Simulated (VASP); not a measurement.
A run of VASP 6.6.1 is set up as follows.

INCAR

```
PREC     = Accurate       # precision mode
ENCUT    = 520            # plane-wave cutoff, eV
EDIFF    = 1E-7           # SCF threshold, eV
ISMEAR   = 0              # smearing method
SIGMA    = 0.1            # smearing width, eV
LREAL    = False          # projectors in reciprocal space
LASPH    = True           # aspherical terms in the spheres
NELM     = 80             # most SCF steps
ALGO     = Normal         # electronic algorithm
ISIF     = 2              # what is computed and relaxed
LWAVE    = False          # write WAVECAR
LCHARG   = False          # write CHGCAR
GGA      = PE             # functional
NBANDS   = 36             # bands
```

File KPOINTS:

```
Automatic mesh
0
Gamma
  6 6 2
```

POSCAR

```
Ga2PdS3
1.0
    5.0505603388      0.0000000000      0.0000000000
   -2.5252801694      4.3739135568      0.0000000000
    0.0000000000      0.0000000000      8.0331686486
Ga Pd S
2 1 3
Direct
    0.0000000000      0.0000000000      0.9063322552
    0.0000000000      0.0000000000      0.3114254385
    0.0000000000      0.0000000000      0.6088739944
    0.5000000000      0.0000000000      0.1089747873
    0.0000000000      0.5000000000      0.1089747873
    0.5000000000      0.5000000000      0.1089747873
```

Potentials or basis: VASP PAW PBE potentials, release 64 (Ga_d, Pd, S).

The run is started by

```console
$ cat potpaw_PBE.64/Ga_d/POTCAR potpaw_PBE.64/Pd/POTCAR potpaw_PBE.64/S/POTCAR > POTCAR
$ mpirun -np 1 vasp_std > vasp.out
```

Problem. Predict the largest force.

Solution. 0.052 eV/Å.

Problem. Predict the pressure.

Solution. 0.0 GPa.

Stress tensor (GPa, compression positive):
```
-0.07  0.00  0.00
 0.00 -0.07  0.00
 0.00  0.00  0.27
```

Caveat: the k points lie up to 0.39 Å⁻¹ apart, too coarse for converged energies and pressures of a metal.
